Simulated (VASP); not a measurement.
Sr: single point with HSE06

The system is Sr.

```
CELL_PARAMETERS angstrom
0.00000 3.04961 3.04961
3.04961 0.00000 3.04961
3.04961 3.04961 0.00000
ATOMIC_POSITIONS crystal
Sr 0.00000 0.00000 0.00000
```

```json
{
 "Program": "VASP 6.6.1",
 "Task": "single point",
 "Functional": "HSE06",
 "Potentials or basis": "VASP PAW PBE potentials, release 64 (Sr_sv)",
 "Cutoff": "520 eV",
 "k mesh": "6 × 6 × 6",
 "Occupations": "fermi-dirac, width 0.1 eV",
 "Spin": "no spin polarisation"
}
```

- Pressure: 0.1 GPa
- Band gap on the k mesh: zero (bands 5 and 6 overlap by 0.12 eV)

Levels at points of the mesh, in eV from the Fermi level:
| k point | band 3 | band 4 | band 5 | band 6 | band 7 | band 8 |
| --- | --- | --- | --- | --- | --- | --- |
| (0.00, 0.00, 0.00) | -20.29 | -20.29 | -4.28 | 2.87 | 2.87 | 2.87 |
| (0.50, 0.00, 0.00) | -20.32 | -20.32 | -1.15 | -0.14 | 2.67 | 2.67 |
| (0.50, 0.50, 0.00) | -20.36 | -20.36 | -0.64 | 0.72 | 1.02 | 5.49 |

Run time: 59 min on 1 thread of Intel Xeon 8259CL, on a shared host, peak memory 0.3 GiB.

Caveat: the PAW data sets were made with another functional, which shifts forces and pressure a little.
